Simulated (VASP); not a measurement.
Input of a VASP 6.6.1 run:

The input INCAR:

```
SYSTEM = BN
PREC = Accurate
ENCUT = 520
EDIFF = 1E-6
ISMEAR = 0
SIGMA = 0.02
LREAL = .FALSE.
LASPH = .TRUE.
NELM = 60
ALGO = Normal
ISIF = 2
LWAVE = .FALSE.
LCHARG = .FALSE.
GGA = PS
NBANDS = 16
```

File KPOINTS:

```
Automatic mesh
0
G
  9 9 6
  0 0 0
```

The input POSCAR:

```
BN
1.0
    2.5659661661      0.0000000000      0.0000000000
   -1.2829830830      2.2221918851      0.0000000000
    0.0000000000      0.0000000000      4.1976139640
B N
2 2
Direct
    0.3333333333      0.6666666667     -0.0003708269
    0.6666666667      0.3333333333      0.4996291731
    0.3333333333      0.6666666667      0.3743708269
    0.6666666667      0.3333333333      0.8743708269
```

Potentials or basis: VASP PAW PBE potentials, release 64 (B, N).

Run with:

```bash
$ cat potpaw_PBE.64/B/POTCAR potpaw_PBE.64/N/POTCAR > POTCAR
$ mpirun -np 1 vasp_std > vasp.out
```

Estimate the pressure.

-6.1 GPa.

Estimate the band gap on the k mesh.

5.03 eV (least direct gap 8.07 eV).

Stress tensor (GPa, compression positive):
```
-9.59  0.00  0.00
 0.00 -9.59  0.00
 0.00  0.00  0.76
```

Caveat: the cell differs from its parent crystal (strained cell); the cell stands under tension; the PAW data sets were made with another functional, which shifts forces and pressure a little; an odd mesh through Γ misses points on the zone boundary, where band edges can lie.
